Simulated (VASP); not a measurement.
**NaPt2: relaxation of cell and atoms with LDA**

Crystal: NaPt2.

```
Na Pt
1.0
     0.00000    3.79058    3.79058
     3.79058    0.00000    3.79058
     3.79058    3.79058    0.00000
Na Pt
2 4
Direct
  0.75000 0.75000 0.75000
  0.50000 0.50000 0.50000
  0.12500 0.12500 0.12500
  0.62500 0.12500 0.12500
  0.12500 0.12500 0.62500
  0.12500 0.62500 0.12500
```

```yaml
Program: VASP 6.6.1
Task: relaxation of cell and atoms
Functional: LDA
Potentials_or_basis: VASP PAW LDA potentials, release 64 (Na_pv, Pt)
Cutoff: 600 eV
k_mesh: 8 × 8 × 8
Occupations: gaussian, width 0.1 eV
Spin: no spin polarisation
Dipole_correction: no
Further_INCAR_settings: ALGO = Normal; EDIFF = 1e-06; IBRION = 2; EDIFFG = -0.005; NSW = 70; ISIF = 3
```

The relaxed volume is 17.01 Å³/atom and the relaxed cell is a = 5.245 Å, b = 5.245 Å, c = 5.245 Å, α = 60.00°, β = 60.00°, γ = 60.00°. The space group after relaxing (to 0.1 Å) is Fd-3m (No. 227), the energy gained by relaxing is 32.6 meV/atom and the ionic steps are 6. The pressure after relaxing is 0.0 GPa and the band gap on the k mesh is zero (bands 27 and 28 overlap by 2.27 eV).

The path:
```csv
step,energy change (eV),largest force (eV/Å),pressure (GPa),volume (Å³)
1,0.0000,0.0000,-8.50,108.93
2,0.1224,0.0000,14.53,94.45
3,-0.1955,0.0000,-0.18,102.15
4,-0.1956,0.0000,0.05,102.02
5,-0.1956,0.0000,-0.09,102.09
6,-0.1956,0.0000,0.00,102.04
```

Final structure:
```xyz
6
Lattice="0.0000 3.7090 3.7090 3.7090 0.0000 3.7090 3.7090 3.7090 0.0000" Properties=species:S:1:pos:R:3 pbc="T T T"
Na    5.5634    5.5634    5.5634
Na    3.7090    3.7090    3.7090
Pt    0.9272    0.9272    0.9272
Pt    0.9272    2.7817    2.7817
Pt    2.7817    2.7817    0.9272
Pt    2.7817    0.9272    2.7817
```

Levels at points of the mesh, in eV from the Fermi level:
```csv
k point,band 25,band 26,band 27,band 28,band 29,band 30
"(0.00, 0.00, 0.00)",1.47,1.61,1.61,1.61,2.28,2.28
"(0.50, 0.00, 0.00)",-0.85,-0.60,-0.60,1.61,2.27,3.49
"(0.50, 0.50, 0.00)",-0.90,-0.90,-0.66,-0.66,2.65,2.65
```

It took 4.5 min on 1 thread of Intel(R) Xeon(R) 6975P-C (Granite Rapids), on a shared host, peak memory 0.32 GiB.

Caveat: spin-orbit coupling is left out, which moves the levels of the heavy elements. LDA usually gives volumes a few per cent too small.
